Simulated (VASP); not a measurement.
# SrTlW (P4/mmm) in VASP: further runs

SrTlW is run at these levels: PBE; tasks: single point, relaxation of cell and atoms.

All numbers are computed with VASP 6.6.1; they aren't measurements. Logs are shortened: lines on timing, memory, paths and dates and some standing lists are left out, and cuts for length are marked.

**1. The cell of the first run**

It takes space group P4/mmm (No. 123, tetragonal). The conventional cell has a = 4.120 Å, b = 4.120 Å, c = 5.597 Å, α = 90.00°, β = 90.00°, γ = 90.00°. Within 3.8 Å of Sr (site symmetry 4/mmm) lie 4 W at 2.91 Å. Tl (site symmetry 4/mmm) has 2 W at 2.80 Å within 3.7 Å. W (site symmetry 4/mmm) has 2 Tl at 2.80 Å and 4 Sr at 2.91 Å within 3.7 Å.

The cell was built from a structure type or drawn by symmetry, and may not be a known phase.

**2. Single point, PBE**

File INCAR:

```
SYSTEM = SrTlW
ALGO = Fast
EDIFF = 1E-6
ENCUT = 520
GGA = PE
ISIF = 2
ISMEAR = 0
LASPH = .TRUE.
LCHARG = .TRUE.
LELF = .TRUE.
LREAL = .FALSE.
LVHAR = .TRUE.
LWAVE = .FALSE.
NBANDS = 26
NELM = 80
PREC = Accurate
SIGMA = 0.1
```

File KPOINTS:

```
k-points
0
G
  4 4 4
  0 0 0
```

File POSCAR:

```
SrTlW
1.0
    4.1195546800      0.0000000000      0.0000000000
    0.0000000000      4.1195546800      0.0000000000
    0.0000000000      0.0000000000      5.5967385700
Sr Tl W
1 1 1
Direct
    0.0000000000      0.0000000000      0.0000000000
    0.5000000000      0.5000000000      0.5000000000
    0.5000000000      0.5000000000      0.0000000000
```

Potentials or basis: VASP PAW PBE potentials, release 64 (Sr_sv, Tl_d, W_sv).

The run is started by

```
> cat potpaw_PBE.64/Sr_sv/POTCAR potpaw_PBE.64/Tl_d/POTCAR potpaw_PBE.64/W_sv/POTCAR > POTCAR
> mpirun -np 1 vasp_std > vasp.out
```

OUTCAR:

```text
SYSTEM = SrTlW
   EDIFF = 1E-6
   ENCUT = 520
   GGA = PE
   ISIF = 2
   ISMEAR = 0
   LASPH = .TRUE.
   LREAL = .FALSE.
   NELM = 80
   PREC = Accurate

 ion  position               nearest neighbor table
   1  0.000  0.000  0.000-   3 2.91   3 2.91   3 2.91   3 2.91   2 4.04   2 4.04   2 4.04   2 4.04
                             2 4.04   2 4.04   2 4.04   2 4.04
   2  0.500  0.500  0.500-   3 2.80   3 2.80   1 4.04   1 4.04   1 4.04   1 4.04   1 4.04   1 4.04
                             1 4.04   1 4.04
   3  0.500  0.500  0.000-   2 2.80   2 2.80   1 2.91   1 2.91   1 2.91   1 2.91

  LATTYP: Found a simple tetragonal cell.
 ALAT       =     4.1195546800
 C/A-ratio  =     1.3585785369

  Lattice vectors:

 A1 = (   4.1195546800,   0.0000000000,   0.0000000000)
 A2 = (   0.0000000000,   4.1195546800,   0.0000000000)
 A3 = (   0.0000000000,   0.0000000000,   5.5967385700)

Analysis of symmetry for initial positions (statically):
=====================================================================
 Subroutine PRICEL returns:
 Original cell was already a primitive cell.

 Routine SETGRP: Setting up the symmetry group for a
 simple tetragonal supercell.

 Subroutine GETGRP returns: Found 16 space group operations
 (whereof 16 operations were pure point group operations)
 out of a pool of 16 trial point group operations.

The static configuration has the point symmetry D_4h.

Analysis of symmetry for dynamics (positions and initial velocities):
=====================================================================
 Subroutine PRICEL returns:
 Original cell was already a primitive cell.

 Routine SETGRP: Setting up the symmetry group for a
 simple tetragonal supercell.

 Subroutine GETGRP returns: Found 16 space group operations
 (whereof 16 operations were pure point group operations)
 out of a pool of 16 trial point group operations.

The dynamic configuration has the point symmetry D_4h.

 Subroutine INISYM returns: Found 16 space group operations
 (whereof 16 operations are pure point group operations),
 and found     1 'primitive' translations

----------------------------------------------------------------------------------------

                                     Primitive cell

  volume of cell :      94.9807

  direct lattice vectors                    reciprocal lattice vectors
     4.119554680  0.000000000  0.000000000     0.242744684  0.000000000  0.000000000
     0.000000000  4.119554680  0.000000000     0.000000000  0.242744684  0.000000000
     0.000000000  0.000000000  5.596738570     0.000000000  0.000000000  0.178675489

  length of vectors
     4.119554680  4.119554680  5.596738570     0.242744684  0.242744684  0.178675489

  position of ions in fractional coordinates (direct lattice)
     0.000000000  0.000000000  0.000000000
     0.500000000  0.500000000  0.500000000
     0.500000000  0.500000000  0.000000000

  ion indices of the primitive-cell ions
   primitive index   ion index
                 1           1
                 2           2
                 3           3

----------------------------------------------------------------------------------------

 KPOINTS: k-points

Automatic generation of k-mesh.
 Grid dimensions read from file:
 generate k-points for:    4    4    4

 Generating k-lattice:

  Cartesian coordinates                     Fractional coordinates (reciprocal lattice)
     0.060686171  0.000000000  0.000000000     0.250000000  0.000000000  0.000000000
     0.000000000  0.060686171  0.000000000     0.000000000  0.250000000  0.000000000
     0.000000000  0.000000000  0.044668872     0.000000000  0.000000000  0.250000000

  Length of vectors
     0.060686171  0.060686171  0.044668872

  Shift w.r.t. Gamma in fractional coordinates (k-lattice)
     0.000000000  0.000000000  0.000000000

 Subroutine IBZKPT returns following result:
 ===========================================

 Found     18 irreducible k-points:

 Following reciprocal coordinates:
            Coordinates               Weight
  0.000000  0.000000  0.000000      1.000000
  0.250000  0.000000  0.000000      4.000000
  0.500000  0.000000  0.000000      2.000000
  0.250000  0.250000  0.000000      4.000000
  0.500000  0.250000  0.000000      4.000000
  0.500000  0.500000  0.000000      1.000000
[... 10 lines left out ...]
  0.500000  0.250000  0.500000      4.000000
  0.500000  0.500000  0.500000      1.000000
   k-points           NKPTS =     18   k-points in BZ     NKDIM =     18   number of bands    NBANDS=     26
   number of dos      NEDOS =    301   number of ions     NIONS =      3
   total plane-waves  NPLWV =  43008
   dimension x,y,z NGX =    32 NGY =   32 NGZ =   42
   dimension x,y,z NGXF=    64 NGYF=   64 NGZF=   84
   ions per type =               1   1   1
   NGX,Y,Z   is equivalent  to a cutoff of  12.91, 12.91, 12.48 a.u.
   NGXF,Y,Z  is equivalent  to a cutoff of  25.83, 25.83, 24.95 a.u.
 SYSTEM =  SrTlW
   PREC   = accura    normal or accurate (medium, high low for compatibility)
   ISTART =      0    job   : 0-new  1-cont  2-samecut
   ICHARG =      2    charge: 1-file 2-atom 10-const
   ISPIN  =      1    spin polarized calculation?
   LNONCOLLINEAR =      F non collinear calculations
   LSORBIT =      F    spin-orbit coupling
   LASPH  =      T    aspherical Exc in radial PAW
   ENCUT  =  520.0 eV  38.22 Ry    6.18 a.u.   7.66  7.66 10.41*2*pi/ulx,y,z
   NELM   =     80;   NELMIN=  2; NELMDL= -5     # of ELM steps
   EDIFF  = 0.1E-05   stopping-criterion for ELM
   LREAL  =      F    real-space projection
   EDIFFG = 0.1E-04   stopping-criterion for IOM
   NSW    =      0    number of steps for IOM
   IBRION =     -1    ionic relax: 0-MD 1-quasi-New 2-CG
   NFREE  =      0    steps in history (QN), initial steepest desc. (CG)
   ISIF   =      2    stress and relaxation
   ISYM   =      2    0-nonsym 1-usesym 2-fastsym
   POTIM  = 0.5000    time-step for ionic-motion
   TEBEG  =    0.0;   TEEND  =   0.0 temperature during run
   PSTRESS=    0.0 pullay stress
   NELECT =      37.0000    total number of electrons
   NUPDOWN=      -1.0000    fix difference up-down
   EMIN   =  10.00;   EMAX   =-10.00  energy-range for DOS
   EFERMI =   0.00;   METHOD = LEGACY
   ISMEAR =     0;   SIGMA  =   0.10  broadening in eV -4-tet -1-fermi 0-gaus
   EFERMI_NEDOS =   21; number of points for ismear=-14 and -15
   IALGO  =     68    algorithm
   IMIX   =      4    mixing-type and parameters
     AMIX     =   0.40;   BMIX     =  1.00
     AMIX_MAG =   1.60;   BMIX_MAG =  1.00
  volume/ion in A,a.u.               =      31.66       213.65
  Fermi-wavevector in a.u.,A,eV,Ry     =   1.195630  2.259414 19.449959  1.429532
  Thomas-Fermi vector in A             =   2.331591
   LORBIT       =      0    0 simple, 1 ext, 2 COOP (PROOUT), +10 PAW based schemes
   GGA     = PE    functional components
   LHFCALC =     F    Hartree Fock is set to
   AEXX    =    0.0000 exact exchange contribution
   IVDW    =     0    specifies the selected vdW correction
   LEPSILON=     F    determine dielectric tensor
   LRPA    =     F    only Hartree local field effects (RPA)
 non-spin polarized calculation
 RMM-DIIS sequential band-by-band and
 Gauss-broadening in eV      SIGMA  =   0.10
  energy-cutoff  :      520.00
  volume of cell :       94.98
 maximum number of plane-waves:      2573
 NGX is ok and might be reduce to    32
   NGX = 15   NGY = 15   NGZ = 21

 number of electron      36.9999997 magnetization

 Free energy of the ion-electron system (eV)
  ---------------------------------------------------
  ext. energy  EPLUGINS =         0.00000000
  ---------------------------------------------------
  free energy    TOTEN  =       -11.92898386 eV

  energy without entropy =      -11.90604803  energy(sigma->0) =      -11.91751595

 E-fermi :   3.7928     XC(G=0):  -9.3292

 val. band max:        3.7614008575   @ k =   0.0000   0.0000   0.2500
 cond. band min:       3.7998775816   @ k =   0.5000   0.5000   0.0000
 fundamental gap:      0.0384767240
 Fermi energy:         3.7927577437

 k-point     1 :       0.0000    0.0000    0.0000
  band No.  band energies     occupation
      1     -69.5566      2.00000
      2     -33.8277      2.00000
      3     -33.8277      2.00000
      4     -33.7569      2.00000
      5     -30.4401      2.00000
      6     -12.5864      2.00000
[... 18 lines left out ...]
     25      10.2093      0.00000
     26      10.2254      0.00000

 k-point     2 :       0.2500    0.0000    0.0000
  band No.  band energies     occupation
      1     -69.5565      2.00000
      2     -33.8424      2.00000
      3     -33.8266      2.00000
      4     -33.7565      2.00000
      5     -30.4187      2.00000
      6     -12.6773      2.00000
[... 18 lines left out ...]
     25       9.6039      0.00000
     26       9.9009      0.00000

 k-point     3 :       0.5000    0.0000    0.0000
  band No.  band energies     occupation
      1     -69.5565      2.00000
      2     -33.8569      2.00000
      3     -33.8255      2.00000
      4     -33.7561      2.00000
      5     -30.3974      2.00000
      6     -12.8237      2.00000
[... 18 lines left out ...]
     25       9.0368      0.00000
     26      10.2873      0.00000

 k-point     4 :       0.2500    0.2500    0.0000
  band No.  band energies     occupation
      1     -69.5565      2.00000
      2     -33.8413      2.00000
      3     -33.8331      2.00000
      4     -33.7561      2.00000
      5     -30.4143      2.00000
      6     -12.7121      2.00000
[... 18 lines left out ...]
     25       9.3058      0.00000
     26       9.6625      0.00000
[... 322 lines left out ...]
      1     -69.5564      2.00000
      2     -33.8413      2.00000
      3     -33.8332      2.00000
      4     -33.7605      2.00000
      5     -30.4142      2.00000
      6     -12.7102      2.00000
[... 18 lines left out ...]
     25       8.2178      0.00000
     26       8.5451      0.00000

 k-point    17 :       0.5000    0.2500    0.5000
  band No.  band energies     occupation
      1     -69.5563      2.00000
      2     -33.8478      2.00000
      3     -33.8321      2.00000
      4     -33.7601      2.00000
      5     -30.4098      2.00000
      6     -12.7501      2.00000
[... 18 lines left out ...]
     25       8.5096      0.00000
     26       8.7313      0.00000

 k-point    18 :       0.5000    0.5000    0.5000
  band No.  band energies     occupation
      1     -69.5563      2.00000
      2     -33.8385      2.00000
      3     -33.8385      2.00000
      4     -33.7597      2.00000
      5     -30.4224      2.00000
      6     -12.6784      2.00000
[... 18 lines left out ...]
     25       7.9595      0.00000
     26       8.5250      0.00000

------------------------ aborting loop because EDIFF is reached ----------------------------------------

  FORCE on cell =-STRESS in cart. coord.  units (eV):
  Direction    XX          YY          ZZ          XY          YZ          ZX
  --------------------------------------------------------------------------------------
  -------------------------------------------------------------------------------------
  Total        2.4694697      2.4694697     -1.2141078      0.0000000      0.0000000     -0.0000000
  in kB       41.6561116     41.6561116    -20.4801088      0.0000000      0.0000000     -0.0000000
  external PRESSURE =      20.9440381 kB  Pullay stress =       0.0000000 kB

 VOLUME and BASIS-vectors are now :
 -----------------------------------------------------------------------------
  energy-cutoff  :      520.00
  volume of cell :       94.98
      direct lattice vectors                 reciprocal lattice vectors
     4.119554680  0.000000000  0.000000000     0.242744684  0.000000000  0.000000000
     0.000000000  4.119554680  0.000000000     0.000000000  0.242744684  0.000000000
     0.000000000  0.000000000  5.596738570     0.000000000  0.000000000  0.178675489

 POSITION                                       TOTAL-FORCE (eV/Angst)
 -----------------------------------------------------------------------------------
      0.00000      0.00000      0.00000         0.000000      0.000000      0.000000
      2.05978      2.05978      2.79837         0.000000      0.000000      0.000000
      2.05978      2.05978      0.00000         0.000000      0.000000      0.000000
 -----------------------------------------------------------------------------------
    total drift:                                0.000000     -0.000000     -0.000000

  FREE ENERGIE OF THE ION-ELECTRON SYSTEM (eV)
  ---------------------------------------------------
  free  energy   TOTEN  =       -11.9289838633 eV

  energy  without entropy=      -11.9060480294  energy(sigma->0) =      -11.91751595
```

It took 27 s on 1 thread of Intel Xeon 6975P-C (Granite Rapids), shared host; peak memory 0.22 GiB.

Results:

* Free energy: -11.9290 eV
* Pressure: 2.1 GPa
* Band gap on the k mesh: zero (an odd number of electrons rules out a gap without spin polarisation)

Caveat: the k points lie up to 0.38 Å⁻¹ apart, too coarse for converged energies and pressures of a metal; spin-orbit coupling is left out, which moves the levels of the heavy elements.

**3. Single point, PBE**

This run uses another cell than the first one, of 34.44 Å³/atom.

File INCAR:

```
SYSTEM = SrTlW
PREC = Accurate ; ENCUT = 520
EDIFF = 1E-6 ; ISMEAR = 0
SIGMA = 0.1 ; LREAL = .FALSE.
LASPH = .TRUE. ; NELM = 80
ALGO = Fast ; ISIF = 2
LWAVE = .FALSE. ; LCHARG = .FALSE.
GGA = PE ; NBANDS = 26
```

File KPOINTS:

```
regular mesh
0
G
  10 10 8
  0 0 0
```

File POSCAR:

```
SrTlW
1.0
    4.3607116248      0.0000000000      0.0000000000
    0.0000000000      4.3607116248      0.0000000000
    0.0000000000      0.0000000000      5.4340576959
Sr Tl W
1 1 1
Direct
    0.0000000000      0.0000000000      0.0000000000
    0.5000000000      0.5000000000      0.5000000000
    0.5000000000      0.5000000000      0.0000000000
```

Potentials or basis: VASP PAW PBE potentials, release 64 (Sr_sv, Tl_d, W_sv).

The run is started by

```
> cat potpaw_PBE.64/Sr_sv/POTCAR potpaw_PBE.64/Tl_d/POTCAR potpaw_PBE.64/W_sv/POTCAR > POTCAR
> mpirun -np 1 vasp_std > vasp.out
```

Wall time 2.2 min (1 thread of Intel Xeon 6975P-C (Granite Rapids), shared host); peak memory 0.42 GiB.

Results (log left out):

```yaml
Free_energy: -12.0733 eV
Pressure: 0.0 GPa
Band_gap_on_the_k_mesh: zero (an odd number of electrons rules out a gap without spin polarisation)
```

Stress tensor (GPa, compression positive):
```
 0.08  0.00  0.00
 0.00  0.08  0.00
 0.00  0.00 -0.03
```

Levels at points of the mesh, in eV from the Fermi level:
| k point | band 15 | band 16 | band 17 | band 18 | band 19 | band 20 | band 21 | band 22 | band 23 | band 24 |
| --- | --- | --- | --- | --- | --- | --- | --- | --- | --- | --- |
| (0.00, 0.00, 0.00) | -2.33 | -1.48 | -0.66 | 0.28 | 0.40 | 0.40 | 2.65 | 2.84 | 2.84 | 4.41 |
| (0.50, 0.00, 0.00) | -1.63 | -0.66 | 0.09 | 0.34 | 0.54 | 0.65 | 0.87 | 1.96 | 2.25 | 4.11 |
| (0.50, 0.50, 0.00) | -0.77 | -0.63 | -0.32 | -0.32 | -0.12 | -0.12 | 1.05 | 1.82 | 2.49 | 4.33 |
| (0.00, 0.00, 0.50) | -4.01 | -1.48 | -1.15 | -0.68 | -0.46 | -0.46 | 4.59 | 4.61 | 4.61 | 4.79 |
| (0.50, 0.00, 0.50) | -2.67 | -1.62 | -0.44 | -0.12 | 0.14 | 0.54 | 0.85 | 2.21 | 3.16 | 3.76 |
| (0.50, 0.50, 0.50) | -2.55 | -1.71 | -1.71 | -0.60 | -0.48 | 1.04 | 2.43 | 2.43 | 2.95 | 2.95 |

Caveat: spin-orbit coupling is left out, which moves the levels of the heavy elements.

**4. Relaxation of cell and atoms, PBE**

This run uses another cell than the first one, of 34.32 Å³/atom.

File INCAR:

```
PREC = Accurate
ENCUT = 600
EDIFF = 1E-6
ISMEAR = 0
SIGMA = 0.1
LREAL = F
LASPH = T
NELM = 80
ALGO = Fast
ISIF = 3
LWAVE = F
LCHARG = F
GGA = PE
IBRION = 2
NSW = 100
EDIFFG = -0.01
```

File KPOINTS:

```
Automatic mesh
0
Gamma
  10 10 8
```

File POSCAR:

```
SrTlW
1.0
    4.3483481695      0.0000000000      0.0000000000
    0.0000000000      4.3483481695      0.0000000000
    0.0000000000      0.0000000000      5.4449145524
Sr Tl W
1 1 1
Direct
    0.0000000000      0.0000000000      0.0000000000
    0.5000000000      0.5000000000      0.5000000000
    0.5000000000      0.5000000000      0.0000000000
```

The run is started by

```
> cat potpaw_PBE.64/Sr_sv/POTCAR potpaw_PBE.64/Tl_d/POTCAR potpaw_PBE.64/W_sv/POTCAR > POTCAR
> mpirun -np 1 vasp_std > vasp.out
```

Wall time 7.5 min (1 thread of Intel Xeon 6975P-C (Granite Rapids), shared host); peak memory 0.5 GiB.

The run converged. Its results:

* Free energy: -12.0735 eV
* Relaxed volume: 34.54 Å³/atom
* Relaxed cell: a = 4.368 Å, b = 4.368 Å, c = 5.432 Å, α = 90.00°, β = 90.00°, γ = 90.00°
* Space group after relaxing (to 0.1 Å): P4/mmm (No. 123)
* Energy gained by relaxing: 0.3 meV/atom
* Ionic steps: 5
* Pressure after relaxing: 0.0 GPa
* Band gap on the k mesh: zero (an odd number of electrons rules out a gap without spin polarisation)

Step by step:
```
step  energy change (eV)  largest force (eV/Å)  pressure (GPa)  volume (Å³)
   1              0.0000                0.0000            0.09       102.95
   2             -0.0007                0.0000            0.09       103.25
   3             -0.0008                0.0000            0.09       103.38
   4             -0.0009                0.0000           -0.03       103.74
   5             -0.0009                0.0000            0.00       103.63
```

Final structure:
```cif
data_structure
_symmetry_space_group_name_H-M 'P 1'
_symmetry_Int_Tables_number 1
_cell_length_a 4.3677
_cell_length_b 4.3677
_cell_length_c 5.4324
_cell_angle_alpha 90.000
_cell_angle_beta 90.000
_cell_angle_gamma 90.000
_cell_volume 103.63
loop_
_atom_site_label
_atom_site_type_symbol
_atom_site_fract_x
_atom_site_fract_y
_atom_site_fract_z
_atom_site_occupancy
Sr1 Sr 0.00000 0.00000 0.00000 1
Tl1 Tl 0.50000 0.50000 0.50000 1
W1 W 0.50000 0.50000 0.00000 1
```

Levels at points of the mesh, in eV from the Fermi level:
```csv
k point,band 16,band 17,band 18,band 19,band 20,band 21,band 22
"(0.00, 0.00, 0.00)",-1.47,-0.66,0.28,0.40,0.40,2.64,2.82
"(0.50, 0.00, 0.00)",-0.67,0.09,0.34,0.54,0.65,0.87,1.97
"(0.50, 0.50, 0.00)",-0.63,-0.31,-0.31,-0.13,-0.13,1.05,1.82
"(0.00, 0.00, 0.50)",-1.47,-1.15,-0.67,-0.47,-0.47,4.59,4.60
"(0.50, 0.00, 0.50)",-1.62,-0.44,-0.13,0.13,0.53,0.85,2.21
"(0.50, 0.50, 0.50)",-1.71,-1.71,-0.60,-0.48,1.04,2.42,2.42
```

Caveat: spin-orbit coupling is left out, which moves the levels of the heavy elements.

**5. Summary**

```tsv
task	cell	k mesh	cutoff (eV)	gap on the mesh (eV)	pressure (GPa)
single point	a = 4.120, b = 4.120, c = 5.597 Å, 3 atoms	4 × 4 × 4	520	none	2.1
single point	a = 4.361, b = 4.361, c = 5.434 Å, 3 atoms	10 × 10 × 8	520	none	0.0
relaxation of cell and atoms	relaxed from a = 4.348, b = 4.348, c = 5.445 Å, 3 atoms	10 × 10 × 8	600	none	0.0
```

Alike in all rows: level PBE; potentials or basis VASP PAW PBE potentials, release 64 (Sr_sv, Tl_d, W_sv); no spin polarisation; smearing gaussian 0.1 eV.

Caveats: some runs use coarse meshes; spin-orbit coupling is left out, which moves the levels of the heavy elements.

Total energies depend on the potentials used, so only differences within one code and one set of settings carry meaning.
